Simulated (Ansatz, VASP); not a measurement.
## One calculation of Ge2Sb2Te5, two programs

```xyz
9
Lattice="4.4630 0.0000 0.0000 -2.2315 3.8651 0.0000 0.0000 0.0000 17.1822" Properties=species:S:1:pos:R:3 pbc="T T T"
Ge    0.0000    0.0000    5.6954
Ge    0.0000    0.0000   11.4868
Sb    0.0000    2.5767    1.9271
Sb    2.2315    1.2884   15.2551
Te    0.0000    0.0000    0.0000
Te    0.0000    2.5767   13.5973
Te    2.2315    1.2884    3.5849
Te    0.0000    2.5767    7.0404
Te    2.2315    1.2884   10.1418
```

Alike in both runs: task single point; functional PBE; k mesh 9 × 9 × 2; occupations gaussian, width 0.03 eV; no spin polarisation.

```csv
,VASP,Ansatz
version,VASP 6.6.1,Ansatz 0.2.0
potentials or method,"VASP PAW PBE potentials, release 64 (Ge_d, Sb, Te), cutoff 520 eV","scalar-relativistic, plane waves, PAW"
valence electrons in the cell,68,138
```

```tsv
	VASP	Ansatz	Ansatz less VASP
gap on the k mesh at the Fermi level (eV)	0.17	0.17	-0.004
least direct gap on the mesh (eV)	0.26	0.25	-0.005
pressure (GPa)	-1.9	-1.8	+0.03
traceless stress, the component that is largest in VASP (GPa)	1.90	1.91	+0.013
rms of the force components (eV/Å)	0.033	0.036	+0.0033
```

Atom by atom the forces differ by 0.005 eV/Å (rms over components). VASP's potentials hold 68 valence electrons a cell and Ansatz's 138, so a difference there can come from the potentials and not from the codes.

Spin-orbit coupling is off throughout.
